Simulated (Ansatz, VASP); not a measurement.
ZnS in VASP and in Ansatz

```
Zn S
1.0
     3.80652    0.00000    0.00000
    -1.90326    3.29654    0.00000
     0.00000    0.00000    6.18235
Zn S
2 2
Direct
  0.33333 0.66667 0.99948
  0.66667 0.33333 0.49948
  0.33333 0.66667 0.37552
  0.66667 0.33333 0.87552
```

Change from the starting cell: strain along c alone, the other axes held, atoms relaxed: -1.0 %.

Alike in both runs: functional r2SCAN; k mesh 6 × 6 × 4; occupations gaussian, width 0.02 eV; no spin polarisation.

Ansatz relaxed the structure, and its values are those at the end. VASP's run is a single point on that final structure, the one shown.

```csv
,VASP,Ansatz
version,VASP 6.6.1,Ansatz 0.2.0
potentials or method,"VASP PAW PBE potentials, release 64 (Zn, S), cutoff 520 eV","scalar-relativistic, plane waves, PAW"
valence electrons in the cell,36,36
```

Ansatz gave:

```
gap on the k mesh at the Fermi level (eV) : 2.85
least direct gap on the mesh (eV)         : 2.85
pressure (GPa)                            : 0.8
```

Q: Which values does VASP return?

A: gap on the k mesh at the Fermi level (eV): 2.87; least direct gap on the mesh (eV): 2.87; pressure (GPa): 0.9.

VASP's potentials were made for PBE, not for r2SCAN. The functional is the same, so the differences come from potentials, cutoffs and numerics. Ansatz's warnings: stress scf threshold loose.
